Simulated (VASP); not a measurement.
# Ru (Pm-3m) in VASP: notebook

The runs below take Ru through single point, relaxation of cell and atoms, with PBE.

Everything below comes from runs of VASP 6.6.1. Logs are shortened: lines on timing, memory, paths and dates and some standing lists are left out, and cuts for length are marked.

## 1. The cell of the first run

The structure is cubic, space group Pm-3m (No. 221). Conventional cell: a = 2.425 Å, b = 2.425 Å, c = 2.425 Å, α = 90.00°, β = 90.00°, γ = 90.00°. Within 3.2 Å of Ru (site symmetry m-3m) lie 6 Ru at 2.43 Å.

## 2. Single point, PBE (volume scaled by 0.9)

Input file INCAR:

```
PREC = Accurate
ENCUT = 520
EDIFF = 1E-7
ISMEAR = -1
SIGMA = 0.1
LREAL = False
LASPH = True
NELM = 100
ALGO = Normal
ISIF = 2
LWAVE = False
LCHARG = True
GGA = PE
LELF = True
LVHAR = True
NBANDS = 13
```

Input file KPOINTS:

```
regular mesh
0
Gamma
  15 15 15
```

Input file POSCAR:

```
Ru
1.0
    2.4254235690      0.0000000000      0.0000000000
    0.0000000000      2.4254235690      0.0000000000
    0.0000000000      0.0000000000      2.4254235690
Ru
1
Direct
    0.0000000000      0.0000000000      0.0000000000
```

Potentials or basis: VASP PAW PBE potentials, release 64 (Ru_pv).

The run is started by

```console
$ cat potpaw_PBE.64/Ru_pv/POTCAR > POTCAR
$ mpirun -np 1 vasp_std > vasp.out
```

OUTCAR:

```text
PREC = Accurate
   ENCUT = 520
   EDIFF = 1E-7
   ISMEAR = -1
   LREAL = False
   LASPH = True
   NELM = 100
   ISIF = 2
   GGA = PE

 ion  position               nearest neighbor table
   1  0.000  0.000  0.000-

  LATTYP: Found a simple cubic cell.
 ALAT       =     2.4254235690

  Lattice vectors:

 A1 = (   2.4254235690,   0.0000000000,   0.0000000000)
 A2 = (   0.0000000000,   2.4254235690,   0.0000000000)
 A3 = (   0.0000000000,   0.0000000000,   2.4254235690)

Analysis of symmetry for initial positions (statically):
=====================================================================
 Subroutine PRICEL returns:
 Original cell was already a primitive cell.

 Routine SETGRP: Setting up the symmetry group for a
 simple cubic supercell.

 Subroutine GETGRP returns: Found 48 space group operations
 (whereof 48 operations were pure point group operations)
 out of a pool of 48 trial point group operations.

The static configuration has the point symmetry O_h .

Analysis of symmetry for dynamics (positions and initial velocities):
=====================================================================
 Subroutine PRICEL returns:
 Original cell was already a primitive cell.

 Routine SETGRP: Setting up the symmetry group for a
 simple cubic supercell.

 Subroutine GETGRP returns: Found 48 space group operations
 (whereof 48 operations were pure point group operations)
 out of a pool of 48 trial point group operations.

The dynamic configuration has the point symmetry O_h .

 Subroutine INISYM returns: Found 48 space group operations
 (whereof 48 operations are pure point group operations),
 and found     1 'primitive' translations

----------------------------------------------------------------------------------------

                                     Primitive cell

  volume of cell :      14.2680

  direct lattice vectors                    reciprocal lattice vectors
     2.425423569  0.000000000  0.000000000     0.412299119  0.000000000  0.000000000
     0.000000000  2.425423569  0.000000000     0.000000000  0.412299119  0.000000000
     0.000000000  0.000000000  2.425423569     0.000000000  0.000000000  0.412299119

  length of vectors
     2.425423569  2.425423569  2.425423569     0.412299119  0.412299119  0.412299119

  position of ions in fractional coordinates (direct lattice)
     0.000000000  0.000000000  0.000000000

  ion indices of the primitive-cell ions
   primitive index   ion index
                 1           1

----------------------------------------------------------------------------------------

 KPOINTS: regular mesh

Automatic generation of k-mesh.
 Grid dimensions read from file:
 generate k-points for:   15   15   15

 Generating k-lattice:

  Cartesian coordinates                     Fractional coordinates (reciprocal lattice)
     0.027486608  0.000000000  0.000000000     0.066666667  0.000000000  0.000000000
     0.000000000  0.027486608  0.000000000     0.000000000  0.066666667  0.000000000
     0.000000000  0.000000000  0.027486608     0.000000000  0.000000000  0.066666667

  Length of vectors
     0.027486608  0.027486608  0.027486608

  Shift w.r.t. Gamma in fractional coordinates (k-lattice)
     0.000000000  0.000000000  0.000000000

 Subroutine IBZKPT returns following result:
 ===========================================

 Found    120 irreducible k-points:

 Following reciprocal coordinates:
            Coordinates               Weight
  0.000000  0.000000  0.000000      1.000000
  0.066667  0.000000  0.000000      6.000000
  0.133333  0.000000  0.000000      6.000000
  0.200000  0.000000  0.000000      6.000000
  0.266667  0.000000  0.000000      6.000000
  0.333333  0.000000  0.000000      6.000000
[... 16 lines left out ...]
  0.266667  0.200000  0.000000     24.000000
  0.333333  0.200000  0.000000     24.000000
 [... further k-points ...]
   k-points           NKPTS =    120   k-points in BZ     NKDIM =    120   number of bands    NBANDS=     13
   number of dos      NEDOS =    301   number of ions     NIONS =      1
   total plane-waves  NPLWV =   5832
   dimension x,y,z NGX =    18 NGY =   18 NGZ =   18
   dimension x,y,z NGXF=    36 NGYF=   36 NGZF=   36
   ions per type =               1
   NGX,Y,Z   is equivalent  to a cutoff of  12.34, 12.34, 12.34 a.u.
   NGXF,Y,Z  is equivalent  to a cutoff of  24.68, 24.68, 24.68 a.u.
 SYSTEM =  unknown system
   PREC   = accura    normal or accurate (medium, high low for compatibility)
   ISTART =      0    job   : 0-new  1-cont  2-samecut
   ICHARG =      2    charge: 1-file 2-atom 10-const
   ISPIN  =      1    spin polarized calculation?
   LNONCOLLINEAR =      F non collinear calculations
   LSORBIT =      F    spin-orbit coupling
   LASPH  =      T    aspherical Exc in radial PAW
   ENCUT  =  520.0 eV  38.22 Ry    6.18 a.u.   4.51  4.51  4.51*2*pi/ulx,y,z
   NELM   =    100;   NELMIN=  2; NELMDL= -5     # of ELM steps
   EDIFF  = 0.1E-06   stopping-criterion for ELM
   LREAL  =      F    real-space projection
   EDIFFG = 0.1E-05   stopping-criterion for IOM
   NSW    =      0    number of steps for IOM
   IBRION =     -1    ionic relax: 0-MD 1-quasi-New 2-CG
   NFREE  =      0    steps in history (QN), initial steepest desc. (CG)
   ISIF   =      2    stress and relaxation
   ISYM   =      2    0-nonsym 1-usesym 2-fastsym
   POTIM  = 0.5000    time-step for ionic-motion
   TEBEG  =    0.0;   TEEND  =   0.0 temperature during run
   PSTRESS=    0.0 pullay stress
   NELECT =      14.0000    total number of electrons
   NUPDOWN=      -1.0000    fix difference up-down
   EMIN   =  10.00;   EMAX   =-10.00  energy-range for DOS
   EFERMI =   0.00;   METHOD = LEGACY
   ISMEAR =    -1;   SIGMA  =   0.10  broadening in eV -4-tet -1-fermi 0-gaus
   EFERMI_NEDOS =   21; number of points for ismear=-14 and -15
   IALGO  =     38    algorithm
   IMIX   =      4    mixing-type and parameters
     AMIX     =   0.40;   BMIX     =  1.00
     AMIX_MAG =   1.60;   BMIX_MAG =  1.00
  volume/ion in A,a.u.               =      14.27        96.29
  Fermi-wavevector in a.u.,A,eV,Ry     =   1.626784  3.074176 36.006818  2.646426
  Thomas-Fermi vector in A             =   2.719687
   LORBIT       =      0    0 simple, 1 ext, 2 COOP (PROOUT), +10 PAW based schemes
   GGA     = PE    functional components
   LHFCALC =     F    Hartree Fock is set to
   AEXX    =    0.0000 exact exchange contribution
   IVDW    =     0    specifies the selected vdW correction
   LEPSILON=     F    determine dielectric tensor
   LRPA    =     F    only Hartree local field effects (RPA)
 non-spin polarized calculation
  energy-cutoff  :      520.00
  volume of cell :       14.27
 maximum number of plane-waves:       397
 NGX is ok and might be reduce to    18
   NGX =  9   NGY =  9   NGZ =  9

 number of electron      14.0000013 magnetization

 Free energy of the ion-electron system (eV)
  ---------------------------------------------------
  ext. energy  EPLUGINS =         0.00000000
  ---------------------------------------------------
  free energy    TOTEN  =        -7.99277386 eV

  energy without entropy =       -7.95102942  energy(sigma->0) =       -7.97190164

 E-fermi :  12.2660     XC(G=0): -13.6428

 val. band max:       12.2519475118   @ k =   0.4000   0.2667   0.2000
 cond. band min:      12.2839346277   @ k =   0.2000   0.1333   0.1333
 fundamental gap:      0.0319871159
 Fermi energy:        12.2659931080

 k-point     1 :       0.0000    0.0000    0.0000
  band No.  band energies     occupation
      1     -30.1937      2.00000
      2     -30.1937      2.00000
      3     -30.1937      2.00000
      4       4.5122      2.00000
      5       6.1327      2.00000
      6       6.1327      2.00000
      7      14.1681      0.00000
      8      14.1681      0.00000
      9      14.1681      0.00000
     10      23.0948      0.00000
     11      29.7049      0.00000
     12      29.7049      0.00000
     13      29.7049      0.00000

 k-point     2 :       0.0667    0.0000    0.0000
  band No.  band energies     occupation
      1     -30.2601      2.00000
      2     -30.1881      2.00000
      3     -30.1881      2.00000
      4       4.6613      2.00000
      5       6.1670      2.00000
      6       6.2971      2.00000
      7      13.9968      0.00000
      8      13.9968      0.00000
      9      14.1810      0.00000
     10      23.0948      0.00000
     11      28.8482      0.00000
     12      29.9893      0.00000
     13      29.9893      0.00000

 k-point     3 :       0.1333    0.0000    0.0000
  band No.  band energies     occupation
      1     -30.4456      2.00000
      2     -30.1721      2.00000
      3     -30.1721      2.00000
      4       5.0482      2.00000
      5       6.2656      2.00000
      6       6.8180      2.00000
      7      13.5391      0.00001
      8      13.5391      0.00001
      9      14.2177      0.00000
     10      23.0947      0.00000
     11      27.0359      0.00000
     12      30.7757      0.00000
     13      30.7757      0.00000
[... 305 lines left out ...]
 k-point    23 :       0.2667    0.2000    0.0000
  band No.  band energies     occupation
      1     -30.9542      2.00000
      2     -30.6256      2.00000
      3     -30.0776      2.00000
      4       6.7039      2.00000
      5       7.7993      2.00000
      6       9.1234      2.00000
      7      11.7932      1.98247
      8      12.4358      0.30944
      9      13.2019      0.00017
     10      23.0941      0.00000
     11      24.6087      0.00000
     12      27.8228      0.00000
     13      32.6521      0.00000

 k-point    24 :       0.3333    0.2000    0.0000
  band No.  band energies     occupation
      1     -31.2276      2.00000
      2     -30.5950      2.00000
      3     -30.0521      2.00000
      4       7.0256      2.00000
      5       7.8830      2.00000
      6       9.4680      2.00000
      7      11.9083      1.94560
      8      12.6062      0.06446
      9      13.2769      0.00008
     10      22.9154      0.00000
     11      23.1012      0.00000
     12      28.7068      0.00000
     13      31.9332      0.00000

 [... further k-points ...]
[... 5 lines left out ...]
  --------------------------------------------------------------------------------------
  -------------------------------------------------------------------------------------
  Total        2.6713858      2.6713858      2.6713858     -0.0000000     -0.0000000      0.0000000
  in kB      299.9745477    299.9745477    299.9745477     -0.0000000     -0.0000000      0.0000000
  external PRESSURE =     299.9745477 kB  Pullay stress =       0.0000000 kB

 VOLUME and BASIS-vectors are now :
 -----------------------------------------------------------------------------
  energy-cutoff  :      520.00
  volume of cell :       14.27
      direct lattice vectors                 reciprocal lattice vectors
     2.425423569  0.000000000  0.000000000     0.412299119  0.000000000  0.000000000
     0.000000000  2.425423569  0.000000000     0.000000000  0.412299119  0.000000000
     0.000000000  0.000000000  2.425423569     0.000000000  0.000000000  0.412299119

 POSITION                                       TOTAL-FORCE (eV/Angst)
 -----------------------------------------------------------------------------------
      0.00000      0.00000      0.00000         0.000000      0.000000      0.000000
 -----------------------------------------------------------------------------------
    total drift:                               -0.000000      0.000000      0.000000

  FREE ENERGIE OF THE ION-ELECTRON SYSTEM (eV)
  ---------------------------------------------------
  free  energy   TOTEN  =        -7.9927738572 eV

  energy  without entropy=       -7.9510294189  energy(sigma->0) =       -7.97190164
```

Run time: 12 s. Hardware: 1 thread of Intel Xeon 6975P-C (Granite Rapids), shared host; peak memory 0.13 GiB.

Results:

```
Free energy            : -7.9928 eV
Pressure               : 30.0 GPa
Band gap on the k mesh : zero (band 7 reaches 16.36 eV, above the bottom of band 8 at 11.04 eV)
```

Levels at points of the mesh, in eV from the Fermi level:
| k point | band 5 | band 6 | band 7 | band 8 | band 9 | band 10 |
| --- | --- | --- | --- | --- | --- | --- |
| (0.00, 0.00, 0.00) | -6.13 | -6.13 | 1.90 | 1.90 | 1.90 | 10.83 |

Caveat: the cell differs from its parent crystal (volume scaled by 0.9).

## 3. Single point, PBE

This run uses another cell than the first one, of 15.85 Å³/atom, 1.111 times its volume.

Input file INCAR:

```
PREC = Accurate ; ENCUT = 520
EDIFF = 1E-7 ; ISMEAR = -1
SIGMA = 0.1 ; LREAL = F
LASPH = T ; NELM = 100
ALGO = Normal ; ISIF = 2
LWAVE = F ; LCHARG = F
GGA = PE ; NBANDS = 13
```

Input file KPOINTS:

```
Automatic mesh
0
Gamma
  15 15 15
```

Input file POSCAR:

```
Ru
1.0
    2.5121183181      0.0000000000      0.0000000000
    0.0000000000      2.5121183181      0.0000000000
    0.0000000000      0.0000000000      2.5121183181
Ru
1
Direct
    0.0000000000      0.0000000000      0.0000000000
```

Potentials or basis: VASP PAW PBE potentials, release 64 (Ru_pv).

The run is started by

```console
$ cat potpaw_PBE.64/Ru_pv/POTCAR > POTCAR
$ mpirun -np 1 vasp_std > vasp.out
```

OUTCAR:

```text
PREC = Accurate
   ENCUT = 520
   EDIFF = 1E-7
   ISMEAR = -1
   LREAL = F
   LASPH = T
   NELM = 100
   ISIF = 2
   GGA = PE

 ion  position               nearest neighbor table
   1  0.000  0.000  0.000-

  LATTYP: Found a simple cubic cell.
 ALAT       =     2.5121183181

  Lattice vectors:

 A1 = (   2.5121183181,   0.0000000000,   0.0000000000)
 A2 = (   0.0000000000,   2.5121183181,   0.0000000000)
 A3 = (   0.0000000000,   0.0000000000,   2.5121183181)

Analysis of symmetry for initial positions (statically):
=====================================================================
 Subroutine PRICEL returns:
 Original cell was already a primitive cell.

 Routine SETGRP: Setting up the symmetry group for a
 simple cubic supercell.

 Subroutine GETGRP returns: Found 48 space group operations
 (whereof 48 operations were pure point group operations)
 out of a pool of 48 trial point group operations.

The static configuration has the point symmetry O_h .

Analysis of symmetry for dynamics (positions and initial velocities):
=====================================================================
 Subroutine PRICEL returns:
 Original cell was already a primitive cell.

 Routine SETGRP: Setting up the symmetry group for a
 simple cubic supercell.

 Subroutine GETGRP returns: Found 48 space group operations
 (whereof 48 operations were pure point group operations)
 out of a pool of 48 trial point group operations.

The dynamic configuration has the point symmetry O_h .

 Subroutine INISYM returns: Found 48 space group operations
 (whereof 48 operations are pure point group operations),
 and found     1 'primitive' translations

----------------------------------------------------------------------------------------

                                     Primitive cell

  volume of cell :      15.8533

[... 107 lines left out ...]
  volume/ion in A,a.u.               =      15.85       106.98
  Fermi-wavevector in a.u.,A,eV,Ry     =   1.570643  2.968084 33.564467  2.466919
  Thomas-Fermi vector in A             =   2.672345
   LORBIT       =      0    0 simple, 1 ext, 2 COOP (PROOUT), +10 PAW based schemes
   GGA     = PE    functional components
   LHFCALC =     F    Hartree Fock is set to
   AEXX    =    0.0000 exact exchange contribution
   IVDW    =     0    specifies the selected vdW correction
   LEPSILON=     F    determine dielectric tensor
   LRPA    =     F    only Hartree local field effects (RPA)
 non-spin polarized calculation
  energy-cutoff  :      520.00
  volume of cell :       15.85
 maximum number of plane-waves:       449
 NGX is ok and might be reduce to    20
   NGX =  9   NGY =  9   NGZ =  9

 number of electron      13.9999997 magnetization

 Free energy of the ion-electron system (eV)
  ---------------------------------------------------
  ext. energy  EPLUGINS =         0.00000000
  ---------------------------------------------------
  free energy    TOTEN  =        -8.12833516 eV

  energy without entropy =       -8.07943119  energy(sigma->0) =       -8.10388317

 E-fermi :  10.4769     XC(G=0): -13.0141

 val. band max:       10.4717868477   @ k =   0.4000   0.3333   0.0000
 cond. band min:      10.4935854567   @ k =   0.4000   0.0667   0.0000
 fundamental gap:      0.0217986090
 Fermi energy:        10.4768803167

 k-point     1 :       0.0000    0.0000    0.0000
  band No.  band energies     occupation
      1     -31.9228      2.00000
      2     -31.9228      2.00000
      3     -31.9228      2.00000
      4       3.3581      2.00000
      5       5.1699      2.00000
      6       5.1699      2.00000
      7      12.0845      0.00000
      8      12.0845      0.00000
      9      12.0845      0.00000
     10      21.4222      0.00000
     11      27.1074      0.00000
     12      27.1074      0.00000
     13      27.1074      0.00000
[... 354 lines left out ...]
  band No.  band energies     occupation
      1     -32.6714      2.00000
      2     -32.2133      2.00000
      3     -31.8223      2.00000
      4       5.8363      2.00000
      5       6.6703      2.00000
      6       8.0206      2.00000
      7      10.1921      1.89043
      8      10.7552      0.11645
      9      11.3427      0.00035
     10      20.3524      0.00000
     11      21.4229      0.00000
     12      25.9846      0.00000
     13      29.5839      0.00000

 [... further k-points ...]
[... 5 lines left out ...]
  --------------------------------------------------------------------------------------
  -------------------------------------------------------------------------------------
  Total        0.0073662      0.0073662      0.0073662      0.0000000      0.0000000      0.0000000
  in kB        0.7444481      0.7444481      0.7444481      0.0000000      0.0000000      0.0000000
  external PRESSURE =       0.7444481 kB  Pullay stress =       0.0000000 kB

 VOLUME and BASIS-vectors are now :
 -----------------------------------------------------------------------------
  energy-cutoff  :      520.00
  volume of cell :       15.85
      direct lattice vectors                 reciprocal lattice vectors
     2.512118318  0.000000000  0.000000000     0.398070422  0.000000000  0.000000000
     0.000000000  2.512118318  0.000000000     0.000000000  0.398070422  0.000000000
     0.000000000  0.000000000  2.512118318     0.000000000  0.000000000  0.398070422

 POSITION                                       TOTAL-FORCE (eV/Angst)
 -----------------------------------------------------------------------------------
      0.00000      0.00000      0.00000         0.000000      0.000000      0.000000
 -----------------------------------------------------------------------------------
    total drift:                                0.000000      0.000000      0.000000

  FREE ENERGIE OF THE ION-ELECTRON SYSTEM (eV)
  ---------------------------------------------------
  free  energy   TOTEN  =        -8.1283351551 eV

  energy  without entropy=       -8.0794311918  energy(sigma->0) =       -8.10388317
```

OSZICAR:

```text
N       E                     dE             d eps       ncg     rms          rms(c)
DAV:   1     0.108506246673E+03    0.10851E+03   -0.83532E+03  3141   0.112E+03
DAV:   2    -0.725578700657E+01   -0.11576E+03   -0.11072E+03  3395   0.317E+02
DAV:   3    -0.850922198315E+01   -0.12534E+01   -0.12477E+01  3655   0.372E+01
DAV:   4    -0.851337124467E+01   -0.41493E-02   -0.41492E-02  3360   0.227E+00
DAV:   5    -0.851340138795E+01   -0.30143E-04   -0.30143E-04  3595   0.179E-01    0.985E+00
DAV:   6    -0.814597967788E+01    0.36742E+00   -0.71725E-01  3170   0.102E+01    0.319E+00
DAV:   7    -0.813002511216E+01    0.15955E-01   -0.30848E-02  3395   0.192E+00    0.120E+00
DAV:   8    -0.812851192998E+01    0.15132E-02   -0.33050E-03  3230   0.705E-01    0.185E-01
DAV:   9    -0.812833987054E+01    0.17206E-03   -0.83121E-05  3380   0.119E-01    0.165E-02
DAV:  10    -0.812833504613E+01    0.48244E-05   -0.42046E-06  3435   0.253E-02    0.184E-03
DAV:  11    -0.812833520410E+01   -0.15797E-06   -0.19534E-07  2560   0.576E-03    0.522E-04
DAV:  12    -0.812833515513E+01    0.48975E-07   -0.14039E-08  1620   0.148E-03
   1 F= -.81283352E+01 E0= -.81038832E+01  d E =-.489040E-01
```

stdout:

```text
POSCAR found type information on POSCAR Ru
 POSCAR found :  1 types and       1 ions
 scaLAPACK will be used
 LDA part: xc-table for (Slater+PW92), standard interpolation
 POSCAR, INCAR and KPOINTS ok, starting setup
 FFT: planning ... GRIDC
 FFT: planning ... GRID_SOFT
 FFT: planning ... GRID
 WAVECAR not read
 entering main loop
```

Run time: 11 s. Hardware: 1 thread of Intel Xeon 6975P-C (Granite Rapids), shared host; peak memory 0.13 GiB.

Results:

```
Free energy            : -8.1283 eV
Pressure               : 0.1 GPa
Band gap on the k mesh : zero (band 7 reaches 13.95 eV, above the bottom of band 8 at 9.42 eV)
```

(Continued in part 2 of 2.)
